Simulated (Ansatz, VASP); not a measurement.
# One calculation of HfPt2, two programs

```
Hf Pt
1.0
     4.51110    0.00000    0.00000
    -2.25555    3.90673    0.00000
     0.00000    0.00000    2.86767
Hf Pt
1 2
Direct
  0.00000 0.00000 0.00000
  0.33333 0.66667 0.50000
  0.66667 0.33333 0.50000
```

Alike in both runs: task relaxation of cell and atoms; functional PBE; k mesh 6 × 6 × 6; occupations gaussian, width 0.1 eV; no spin polarisation.

```csv
,VASP,Ansatz
version,VASP 6.6.1,Ansatz 0.2.0
potentials or method,"VASP PAW PBE potentials, release 64 (Hf_pv, Pt), cutoff 600 eV","scalar-relativistic, plane waves, PAW"
valence electrons in the cell,30,62
```

```csv
,VASP,Ansatz,Ansatz less VASP
"gap on the k mesh at the Fermi level, each at its own relaxed structure (eV)",none,none,-
relaxed volume (Å³/atom),17.26,17.33,+0.069
relaxed cell length with the largest relative difference (Å),2.818,2.822,+0.0044
```

A gap of «none» marks a metal or a gap that the smearing closes. VASP's potentials hold 30 valence electrons a cell and Ansatz's 62, so a difference there can come from the potentials and not from the codes.

The k mesh is coarse, so the values compare programs but aren't converged. Spin-orbit coupling is off throughout.
